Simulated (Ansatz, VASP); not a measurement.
# Two plane-wave programs on HfO2

```
Hf O
1.0
     5.15010    0.00000    0.00000
     0.00000    5.18520    0.00000
    -0.83085    0.00000    5.27679
Hf O
4 8
Direct
  0.28000 0.04920 0.21700
  0.72000 0.54920 0.28300
  0.72000 0.95080 0.78300
  0.28000 0.45080 0.71700
  0.06930 0.32650 0.34290
  0.93070 0.82650 0.15710
  0.93070 0.67350 0.65710
  0.06930 0.17350 0.84290
  0.46070 0.74890 0.48880
  0.53930 0.24890 0.01120
  0.53930 0.25110 0.51120
  0.46070 0.75110 0.98880
```

Alike in both runs: task single point; functional PBE; k mesh 4 × 4 × 4; occupations fermi-dirac, width 0.02 eV; no spin polarisation.

```csv
,VASP,Ansatz
version,VASP 6.6.1,Ansatz 0.2.0
potentials or method,"VASP PAW PBE potentials, release 64 (Hf_pv, O), cutoff 520 eV","PAW, plane waves, scalar-relativistic"
valence electrons in the cell,88,152
```

VASP gave:

```
pressure (GPa)                                                : -0.1
traceless stress, the component that is largest in VASP (GPa) : -2.88
rms of the force components (eV/Å)                            : 0.703
```

Task: Estimate Ansatz's values.

Result: Pressure (GPa): 3.0; traceless stress, the component that is largest in VASP (GPa): -2.88; rms of the force components (eV/Å): 0.714.

Atom by atom the forces differ by 0.036 eV/Å (rms over components). VASP's potentials hold 88 valence electrons a cell and Ansatz's 152, so a difference there can come from the potentials and not from the codes.

Neither program's run includes spin-orbit coupling.
